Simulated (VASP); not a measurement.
# Na (P6_3/mmc) in VASP: further runs

The runs below take Na through single point, with LDA, PBE.

Everything below comes from runs of VASP 6.6.1. Logs are shortened: lines on timing, memory, paths and dates and some standing lists are left out, and cuts for length are marked.

## Step 1: The cell of the first run

The structure is hexagonal, space group P6_3/mmc (No. 194). The conventional cell has a = 3.792 Å, b = 3.792 Å, c = 6.195 Å, α = 90.00°, β = 90.00°, γ = 120.00°. Within 5.0 Å of Na (site symmetry -6m2) lie 12 Na at 3.79 Å.

## Step 2: Single point, LDA (volume scaled by 1.02)

INCAR

```
SYSTEM = Na
ALGO = Fast
EDIFF = 1E-7
ENCUT = 520
GGA = CA
ISIF = 2
ISMEAR = -1
LASPH = .True.
LCHARG = .True.
LELF = .True.
LREAL = .False.
LVHAR = .True.
LWAVE = .False.
NBANDS = 14
NELM = 80
PREC = Accurate
SIGMA = 0.05
```

KPOINTS

```
k-points
0
Gamma
  8 8 5
  0 0 0
```

POSCAR

```
Na
1.0
    3.7919477469      0.0000000000      0.0000000000
   -1.8959738735      3.2839230787      0.0000000000
    0.0000000000      0.0000000000      6.1947561546
Na
2
Direct
    0.6666666667      0.3333333333      0.7500000000
    0.3333333333      0.6666666667      0.2500000000
```

Potentials or basis: VASP PAW LDA potentials, release 64 (Na_pv).

On the command line:

```
$ cat potpaw_LDA.64/Na_pv/POTCAR > POTCAR
$ mpirun -np 1 vasp_std > vasp.out
```

OUTCAR:

```text
SYSTEM = Na
   EDIFF = 1E-7
   ENCUT = 520
   GGA = CA
   ISIF = 2
   ISMEAR = -1
   LASPH = .True.
   LREAL = .False.
   NELM = 80
   PREC = Accurate

 ion  position               nearest neighbor table
   1  0.667  0.333  0.750-
   2  0.333  0.667  0.250-

  LATTYP: Found a hexagonal cell.
 ALAT       =     3.7919477469
 C/A-ratio  =     1.6336607380

  Lattice vectors:

 A1 = (   3.7919477469,   0.0000000000,   0.0000000000)
 A2 = (  -1.8959738735,   3.2839230787,   0.0000000000)
 A3 = (   0.0000000000,   0.0000000000,   6.1947561546)

Analysis of symmetry for initial positions (statically):
=====================================================================
 Subroutine PRICEL returns:
 Original cell was already a primitive cell.

 Routine SETGRP: Setting up the symmetry group for a
 hexagonal supercell.

 Subroutine GETGRP returns: Found 24 space group operations
 (whereof 12 operations were pure point group operations)
 out of a pool of 24 trial point group operations.

The static configuration has the point symmetry D_3d.
 The point group associated with its full space group is D_6h.

Analysis of symmetry for dynamics (positions and initial velocities):
=====================================================================
 Subroutine PRICEL returns:
 Original cell was already a primitive cell.

 Routine SETGRP: Setting up the symmetry group for a
 hexagonal supercell.

 Subroutine GETGRP returns: Found 24 space group operations
 (whereof 12 operations were pure point group operations)
 out of a pool of 24 trial point group operations.

The dynamic configuration has the point symmetry D_3d.
 The point group associated with its full space group is D_6h.

 Subroutine INISYM returns: Found 24 space group operations
 (whereof 12 operations are pure point group operations),
 and found     1 'primitive' translations

----------------------------------------------------------------------------------------

                                     Primitive cell

  volume of cell :      77.1400

  direct lattice vectors                    reciprocal lattice vectors
     3.791947747  0.000000000  0.000000000     0.263716714  0.152256916  0.000000000
    -1.895973874  3.283923079  0.000000000     0.000000000  0.304513832  0.000000000
     0.000000000  0.000000000  6.194756155     0.000000000  0.000000000  0.161426854

  length of vectors
     3.791947747  3.791947747  6.194756155     0.304513832  0.304513832  0.161426854

  position of ions in fractional coordinates (direct lattice)
     0.666666667  0.333333333  0.750000000
     0.333333333  0.666666667  0.250000000

  ion indices of the primitive-cell ions
   primitive index   ion index
                 1           1
                 2           2

----------------------------------------------------------------------------------------

 KPOINTS: k-points

Automatic generation of k-mesh.
 Grid dimensions read from file:
 generate k-points for:    8    8    5

 Generating k-lattice:

  Cartesian coordinates                     Fractional coordinates (reciprocal lattice)
     0.032964589  0.019032114  0.000000000     0.125000000  0.000000000  0.000000000
     0.000000000  0.038064229  0.000000000     0.000000000  0.125000000  0.000000000
     0.000000000  0.000000000  0.032285371     0.000000000  0.000000000  0.200000000

  Length of vectors
     0.038064229  0.038064229  0.032285371

  Shift w.r.t. Gamma in fractional coordinates (k-lattice)
     0.000000000  0.000000000  0.000000000

 Subroutine IBZKPT returns following result:
 ===========================================

 Found     30 irreducible k-points:

 Following reciprocal coordinates:
            Coordinates               Weight
  0.000000  0.000000  0.000000      1.000000
  0.125000  0.000000  0.000000      6.000000
  0.250000  0.000000  0.000000      6.000000
  0.375000  0.000000  0.000000      6.000000
  0.500000  0.000000  0.000000      3.000000
  0.125000  0.125000  0.000000      6.000000
[... 16 lines left out ...]
  0.250000  0.000000  0.400000     12.000000
  0.375000  0.000000  0.400000     12.000000
 [... further k-points ...]
   k-points           NKPTS =     30   k-points in BZ     NKDIM =     30   number of bands    NBANDS=     14
   number of dos      NEDOS =    301   number of ions     NIONS =      2
   total plane-waves  NPLWV =  37632
   dimension x,y,z NGX =    28 NGY =   28 NGZ =   48
   dimension x,y,z NGXF=    56 NGYF=   56 NGZF=   96
   ions per type =               2
   NGX,Y,Z   is equivalent  to a cutoff of  12.28, 12.28, 12.88 a.u.
   NGXF,Y,Z  is equivalent  to a cutoff of  24.55, 24.55, 25.76 a.u.
 SYSTEM =  Na
   PREC   = accura    normal or accurate (medium, high low for compatibility)
   ISTART =      0    job   : 0-new  1-cont  2-samecut
   ICHARG =      2    charge: 1-file 2-atom 10-const
   ISPIN  =      1    spin polarized calculation?
   LNONCOLLINEAR =      F non collinear calculations
   LSORBIT =      F    spin-orbit coupling
   LASPH  =      T    aspherical Exc in radial PAW
   ENCUT  =  520.0 eV  38.22 Ry    6.18 a.u.   7.05  7.05 11.52*2*pi/ulx,y,z
   NELM   =     80;   NELMIN=  2; NELMDL= -5     # of ELM steps
   EDIFF  = 0.1E-06   stopping-criterion for ELM
   LREAL  =      F    real-space projection
   EDIFFG = 0.1E-05   stopping-criterion for IOM
   NSW    =      0    number of steps for IOM
   IBRION =     -1    ionic relax: 0-MD 1-quasi-New 2-CG
   NFREE  =      0    steps in history (QN), initial steepest desc. (CG)
   ISIF   =      2    stress and relaxation
   ISYM   =      2    0-nonsym 1-usesym 2-fastsym
   POTIM  = 0.5000    time-step for ionic-motion
   TEBEG  =    0.0;   TEEND  =   0.0 temperature during run
   PSTRESS=    0.0 pullay stress
   NELECT =      14.0000    total number of electrons
   NUPDOWN=      -1.0000    fix difference up-down
   EMIN   =  10.00;   EMAX   =-10.00  energy-range for DOS
   EFERMI =   0.00;   METHOD = LEGACY
   ISMEAR =    -1;   SIGMA  =   0.05  broadening in eV -4-tet -1-fermi 0-gaus
   EFERMI_NEDOS =   21; number of points for ismear=-14 and -15
   IALGO  =     68    algorithm
   IMIX   =      4    mixing-type and parameters
     AMIX     =   0.40;   BMIX     =  1.00
     AMIX_MAG =   1.60;   BMIX_MAG =  1.00
  volume/ion in A,a.u.               =      38.57       260.28
  Fermi-wavevector in a.u.,A,eV,Ry     =   0.926882  1.751553 11.688898  0.859110
  Thomas-Fermi vector in A             =   2.052892
   LORBIT       =      0    0 simple, 1 ext, 2 COOP (PROOUT), +10 PAW based schemes
   GGA     = CA    functional components
   LHFCALC =     F    Hartree Fock is set to
   AEXX    =    0.0000 exact exchange contribution
   IVDW    =     0    specifies the selected vdW correction
   LEPSILON=     F    determine dielectric tensor
   LRPA    =     F    only Hartree local field effects (RPA)
 non-spin polarized calculation
 RMM-DIIS sequential band-by-band and
  energy-cutoff  :      520.00
  volume of cell :       77.14
 maximum number of plane-waves:      2093
   NGX = 15   NGY = 15   NGZ = 23

 number of electron      14.0000020 magnetization

 Free energy of the ion-electron system (eV)
  ---------------------------------------------------
  ext. energy  EPLUGINS =         0.00000000
  ---------------------------------------------------
  free energy    TOTEN  =        -2.87273133 eV

  energy without entropy =       -2.86598533  energy(sigma->0) =       -2.86935833

 E-fermi :   0.0051     XC(G=0):  -6.6174

 val. band max:       -0.1434609236   @ k =   0.3750   0.1250   0.2000
 cond. band min:       0.0248841824   @ k =   0.1250   0.1250   0.2000
 fundamental gap:      0.1683451061
 Fermi energy:         0.0050736035

 k-point     1 :       0.0000    0.0000    0.0000
  band No.  band energies     occupation
      1     -24.9508      2.00000
      2     -24.9244      2.00000
      3     -24.9244      2.00000
      4     -24.9200      2.00000
      5     -24.9200      2.00000
      6     -24.9200      2.00000
      7      -3.1482      2.00000
      8       0.6294      0.00001
      9       0.9241      0.00000
     10       9.7861      0.00000
     11       9.7861      0.00000
     12      10.0305      0.00000
     13      10.0305      0.00000
     14      10.3169      0.00000

 k-point     2 :       0.1250    0.0000    0.0000
  band No.  band energies     occupation
      1     -24.9493      2.00000
      2     -24.9277      2.00000
      3     -24.9254      2.00000
      4     -24.9235      2.00000
      5     -24.9206      2.00000
      6     -24.9206      2.00000
      7      -2.9234      2.00000
      8       0.8297      0.00000
      9       1.1443      0.00000
     10       7.2080      0.00000
     11       8.6068      0.00000
     12       8.9938      0.00000
     13      10.5606      0.00000
     14      10.9469      0.00000

 k-point     3 :       0.2500    0.0000    0.0000
  band No.  band energies     occupation
      1     -24.9453      2.00000
      2     -24.9360      2.00000
      3     -24.9318      2.00000
      4     -24.9280      2.00000
      5     -24.9224      2.00000
      6     -24.9221      2.00000
      7      -2.2548      2.00000
      8       1.4320      0.00000
      9       1.7819      0.00000
     10       4.6107      0.00000
     11       7.5889      0.00000
     12       7.6798      0.00000
     13       7.9388      0.00000
     14       9.2776      0.00000
[... 324 lines left out ...]
 k-point    23 :       0.2500    0.0000    0.4000
  band No.  band energies     occupation
      1     -24.9418      2.00000
      2     -24.9378      2.00000
      3     -24.9301      2.00000
      4     -24.9260      2.00000
      5     -24.9259      2.00000
      6     -24.9241      2.00000
      7      -1.6209      2.00000
      8      -0.8388      2.00000
      9       4.8412      0.00000
     10       5.4342      0.00000
     11       5.8304      0.00000
     12       7.3168      0.00000
     13       8.2156      0.00000
     14       8.8872      0.00000

 k-point    24 :       0.3750    0.0000    0.4000
  band No.  band energies     occupation
      1     -24.9473      2.00000
      2     -24.9452      2.00000
      3     -24.9306      2.00000
      4     -24.9281      2.00000
      5     -24.9268      2.00000
      6     -24.9260      2.00000
      7      -0.5370      1.99996
      8       0.2280      0.02290
      9       2.8564      0.00000
     10       3.5906      0.00000
     11       6.1589      0.00000
     12       7.6587      0.00000
     13       7.7448      0.00000
     14       8.3277      0.00000

 [... further k-points ...]
[... 5 lines left out ...]
  --------------------------------------------------------------------------------------
  -------------------------------------------------------------------------------------
  Total       -0.4465707     -0.4465707     -0.5609672      0.0000000     -0.0000000      0.0000000
  in kB       -9.2751573     -9.2751573    -11.6511424      0.0000000     -0.0000000      0.0000000
  external PRESSURE =     -10.0671523 kB  Pullay stress =       0.0000000 kB

 VOLUME and BASIS-vectors are now :
 -----------------------------------------------------------------------------
  energy-cutoff  :      520.00
  volume of cell :       77.14
      direct lattice vectors                 reciprocal lattice vectors
     3.791947747  0.000000000  0.000000000     0.263716714  0.152256916  0.000000000
    -1.895973874  3.283923079  0.000000000     0.000000000  0.304513832  0.000000000
     0.000000000  0.000000000  6.194756155     0.000000000  0.000000000  0.161426854

 POSITION                                       TOTAL-FORCE (eV/Angst)
 -----------------------------------------------------------------------------------
      1.89597      1.09464      4.64607         0.000000      0.000000     -0.000000
     -0.00000      2.18928      1.54869        -0.000000      0.000000      0.000000
 -----------------------------------------------------------------------------------
    total drift:                               -0.000000      0.000000     -0.000000

  FREE ENERGIE OF THE ION-ELECTRON SYSTEM (eV)
  ---------------------------------------------------
  free  energy   TOTEN  =        -2.8727313321 eV

  energy  without entropy=       -2.8659853330  energy(sigma->0) =       -2.86935833
```

Run time: 16 s. Hardware: 1 thread of AMD EPYC 9R45 (Zen 5), shared host; peak memory 0.13 GiB.

Results:

```
Free energy            : -2.8727 eV
Pressure               : -1.0 GPa
Band gap on the k mesh : zero (band 7 reaches 1.49 eV, above the bottom of band 8 at -1.71 eV)
```

Levels at points of the mesh, in eV from the Fermi level:
| k point | band 3 | band 4 | band 5 | band 6 | band 7 | band 8 | band 9 | band 10 | band 11 | band 12 |
| --- | --- | --- | --- | --- | --- | --- | --- | --- | --- | --- |
| (0.00, 0.00, 0.00) | -24.93 | -24.93 | -24.93 | -24.93 | -3.15 | 0.62 | 0.92 | 9.78 | 9.78 | 10.03 |
| (0.50, 0.00, 0.00) | -24.94 | -24.94 | -24.93 | -24.93 | 0.31 | 0.36 | 3.82 | 3.89 | 4.23 | 4.48 |

Caveat: the cell differs from its parent crystal (volume scaled by 1.02).

## Step 3: Single point, LDA (volume scaled by 1.04)

INCAR

```
ALGO     = Fast           # electronic algorithm
EDIFF    = 1E-6           # SCF threshold, eV
ENCUT    = 520            # plane-wave cutoff, eV
ISIF     = 2              # what is computed and relaxed
ISMEAR   = -1             # smearing method
LASPH    = True           # aspherical terms in the spheres
LCHARG   = False          # write CHGCAR
LREAL    = False          # projectors in reciprocal space
LWAVE    = False          # write WAVECAR
NBANDS   = 14             # bands
NELM     = 80             # most SCF steps
PREC     = Accurate       # precision mode
SIGMA    = 0.05           # smearing width, eV
```

KPOINTS

```
k-points
0
Gamma
  8 8 5
```

POSCAR

```
Na
1.0
    3.8165714742      0.0000000000      0.0000000000
   -1.9082857371      3.3052478521      0.0000000000
    0.0000000000      0.0000000000      6.2349829711
Na
2
Direct
    0.6666666667      0.3333333333      0.7500000000
    0.3333333333      0.6666666667      0.2500000000
```

Potentials or basis: VASP PAW LDA potentials, release 64 (Na_pv).

On the command line:

```
$ cat potpaw_LDA.64/Na_pv/POTCAR > POTCAR
$ mpirun -np 1 vasp_std > vasp.out
```

Wall time 15 s (1 thread of AMD EPYC 9R45 (Zen 5), shared host); peak memory 0.13 GiB.

The run converged. Its results:

* Free energy: -2.8628 eV
* Pressure: -1.1 GPa
* Band gap on the k mesh: zero (band 7 reaches 1.43 eV, above the bottom of band 8 at -1.74 eV)

Stress tensor (GPa, compression positive):
```
-1.05  0.00  0.00
 0.00 -1.05  0.00
 0.00  0.00 -1.28
```

Levels at points of the mesh, in eV from the Fermi level:
```tsv
k point	band 4	band 5	band 6	band 7	band 8	band 9	band 10	band 11
(0.00, 0.00, 0.00)	-24.94	-24.94	-24.94	-3.11	0.62	0.90	9.68	9.68
(0.50, 0.00, 0.00)	-24.95	-24.95	-24.95	0.31	0.35	3.78	3.86	4.17
```

Caveat: the cell differs from its parent crystal (volume scaled by 1.04).

## Step 4: Single point, LDA (volume scaled by 1.06)

INCAR

```
SYSTEM = Na
PREC = Accurate
ENCUT = 520
EDIFF = 1E-6
ISMEAR = -1
SIGMA = 0.05
LREAL = .FALSE.
LASPH = .TRUE.
NELM = 60
ALGO = Fast
ISIF = 2
LWAVE = .FALSE.
LCHARG = .FALSE.
GGA = CA
NBANDS = 14
```

KPOINTS

```
regular mesh
0
G
  8 8 5
  0 0 0
```

POSCAR

```
Na
1.0
    3.8408815021      0.0000000000      0.0000000000
   -1.9204407510      3.3263009538      0.0000000000
    0.0000000000      0.0000000000      6.2746973092
Na
2
Direct
    0.6666666667      0.3333333333      0.7500000000
    0.3333333333      0.6666666667      0.2500000000
```

On the command line:

```
$ cat potpaw_LDA.64/Na_pv/POTCAR > POTCAR
$ mpirun -np 1 vasp_std > vasp.out
```

Run time: 16 s. Hardware: 1 thread of AMD EPYC 9R45 (Zen 5), shared host; peak memory 0.13 GiB.

Results (log left out):

```
Free energy            : -2.8519 eV
Pressure               : -1.2 GPa
Band gap on the k mesh : zero (band 7 reaches 1.37 eV, above the bottom of band 8 at -1.77 eV)
```

Stress tensor (GPa, compression positive):
```
-1.13  0.00  0.00
 0.00 -1.13  0.00
 0.00  0.00 -1.36
```

Levels at points of the mesh, in eV from the Fermi level:
```
           k point  band 5  band 6  band 7  band 8  band 9  band 10
(0.00, 0.00, 0.00)  -24.96  -24.96   -3.08    0.62    0.88     9.57
(0.50, 0.00, 0.00)  -24.97  -24.96    0.31    0.34    3.74     3.83
```

Caveat: the cell differs from its parent crystal (volume scaled by 1.06).

## Step 5: Single point, PBE

This run uses another cell than the first one, of 37.81 Å³/atom, 0.980 times its volume.

INCAR

```
SYSTEM = Na
PREC     = Accurate       ! precision mode
ENCUT    = 520            ! plane-wave cutoff, eV
EDIFF    = 1E-6           ! SCF threshold, eV
ISMEAR   = 0              ! smearing method
SIGMA    = 0.05           ! smearing width, eV
LREAL    = .FALSE.        ! projectors in reciprocal space
LASPH    = .TRUE.         ! aspherical terms in the spheres
NELM     = 100            ! most SCF steps
ALGO     = Normal         ! electronic algorithm
ISIF     = 2              ! what is computed and relaxed
LWAVE    = .FALSE.        ! write WAVECAR
LCHARG   = .TRUE.         ! write CHGCAR
GGA      = PE             ! functional
LELF     = .TRUE.         ! ELF
LVHAR    = .TRUE.       
NBANDS   = 14             ! bands
```

KPOINTS

```
Automatic mesh
0
G
  7 7 4
  0 0 0
```

POSCAR

```
Na
1.0
    3.7670000000      0.0000000000      0.0000000000
   -1.8835000000      3.2623176961      0.0000000000
    0.0000000000      0.0000000000      6.1540000000
Na
2
Direct
    0.6666666667      0.3333333333      0.7500000000
    0.3333333333      0.6666666667      0.2500000000
```

Potentials or basis: VASP PAW PBE potentials, release 64 (Na_pv).

On the command line:

```
$ cat potpaw_PBE.64/Na_pv/POTCAR > POTCAR
$ mpirun -np 1 vasp_std > vasp.out
```

Run time: 16 s. Hardware: 1 thread of Intel Xeon 6975P-C, shared host; peak memory 0.18 GiB.

The run converged. Its results:

* Free energy: -2.6341 eV
* Pressure: -0.2 GPa
* Band gap on the k mesh: zero (band 7 reaches 1.52 eV, above the bottom of band 8 at -1.95 eV)

Stress tensor (GPa, compression positive):
```
-0.25  0.00  0.00
 0.00 -0.25  0.00
 0.00  0.00  0.03
```

Levels at points of the mesh, in eV from the Fermi level:
```csv
k point,band 3,band 4,band 5,band 6,band 7,band 8,band 9,band 10,band 11,band 12
"(0.00, 0.00, 0.00)",-24.81,-24.81,-24.81,-24.81,-3.14,0.65,1.04,9.97,9.97,10.31
"(0.00, 0.00, 0.50)",-24.81,-24.81,-24.81,-24.81,-2.12,-2.12,5.56,5.56,10.56,10.56
```

## Step 6: Single point, PBE

This run uses another cell than the first one, of 37.81 Å³/atom, 0.980 times its volume.

INCAR

```
ALGO = Normal
EDIFF = 1E-6
ENCUT = 520
GGA = PE
ISIF = 2
ISMEAR = 0
LASPH = True
LCHARG = True
LELF = True
LREAL = False
LVHAR = True
LWAVE = False
NBANDS = 14
NELM = 100
PREC = Accurate
SIGMA = 0.05
```

KPOINTS

```
k-points
0
Gamma
  7 7 4
```

POSCAR is that of step 5.

Potentials or basis: VASP PAW PBE potentials, release 64 (Na_pv).

On the command line:

```
$ cat potpaw_PBE.64/Na_pv/POTCAR > POTCAR
$ mpirun -np 1 vasp_std > vasp.out
```

Wall time 17 s (1 thread of Intel Xeon 6975P-C, shared host); peak memory 0.18 GiB.

The run converged. Its results:

| Item | Value |
| --- | --- |
| Free energy | -2.6341 eV |
| Pressure | -0.2 GPa |
| Band gap on the k mesh | zero (band 7 reaches 1.52 eV, above the bottom of band 8 at -1.95 eV) |

Stress tensor (GPa, compression positive):
```
-0.25  0.00  0.00
 0.00 -0.25  0.00
 0.00  0.00  0.03
```

Levels at points of the mesh, in eV from the Fermi level:
```csv
k point,band 5,band 6,band 7,band 8,band 9,band 10
"(0.00, 0.00, 0.00)",-24.81,-24.81,-3.14,0.65,1.04,9.97
"(0.00, 0.00, 0.50)",-24.81,-24.81,-2.12,-2.12,5.56,5.56
```

## Step 7: Summary

```csv
level,potentials or basis,cell,k mesh,smearing,gap on the mesh (eV),pressure (GPa)
LDA,"VASP PAW LDA potentials, release 64 (Na_pv)","a = 3.792, b = 3.792, c = 6.195 Å, angles 90.0, 90.0, 120.0°, 2 atoms",8 × 8 × 5,fermi-dirac 0.05 eV,none,-1.0
LDA,"VASP PAW LDA potentials, release 64 (Na_pv)","a = 3.817, b = 3.817, c = 6.235 Å, angles 90.0, 90.0, 120.0°, 2 atoms",8 × 8 × 5,fermi-dirac 0.05 eV,none,-1.1
LDA,"VASP PAW LDA potentials, release 64 (Na_pv)","a = 3.841, b = 3.841, c = 6.275 Å, angles 90.0, 90.0, 120.0°, 2 atoms",8 × 8 × 5,fermi-dirac 0.05 eV,none,-1.2
PBE,"VASP PAW PBE potentials, release 64 (Na_pv)","a = 3.767, b = 3.767, c = 6.154 Å, angles 90.0, 90.0, 120.0°, 2 atoms",7 × 7 × 4,gaussian 0.05 eV,none,-0.2
```

Alike in all rows: task single point; no spin polarisation; cutoff (eV) 520.

Absolute energies hang on the potentials; compare differences alone.
